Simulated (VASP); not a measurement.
Runs of VASP 6.6.1 on ZrS. The structure is that of space group Fm-3m (No. 225), or close to it. The cells are those of the table. 

| cell | gap on the mesh (eV) | pressure (GPa) |
| --- | --- | --- |
| a = 3.662 Å, angles 60.0°, 2 atoms | none | 10.5 |
| a = 3.712 Å, angles 60.0°, 2 atoms | none | 3.7 |
| a = 3.737 Å, angles 60.0°, 2 atoms | none | 0.8 |
| a = 3.637 Å, angles 60.0°, 2 atoms | none | 14.4 |
| a = 3.687 Å, angles 60.0°, 2 atoms | none | (a) |
| a = 3.761 Å, angles 60.0°, 2 atoms | none | -1.8 |
| a = 3.785 Å, angles 60.0°, 2 atoms | none | (b) |

Alike in all rows: task single point; level r2SCAN+rVV10+U; potentials or basis VASP PAW PBE potentials, release 64 (Zr_sv, S); no spin polarisation; Zr d U = 4.5 eV; k mesh 9 × 9 × 9; cutoff (eV) 520; smearing fermi-dirac 0.05 eV.

Problem. Estimate the missing entries.

Solution. (a) 6.9; (b) -4.1.

Caveats: the PAW data sets were made with another functional, which shifts forces and pressure a little; U without spin polarisation on a metal has little footing; the cell stands under pressure (at least some runs); the cell stands under tension (at least some runs).

A k mesh can miss the band edges, and the runs leave out spin-orbit coupling on Zr.

A gap of «none» marks levels without a gap at the run's occupations.
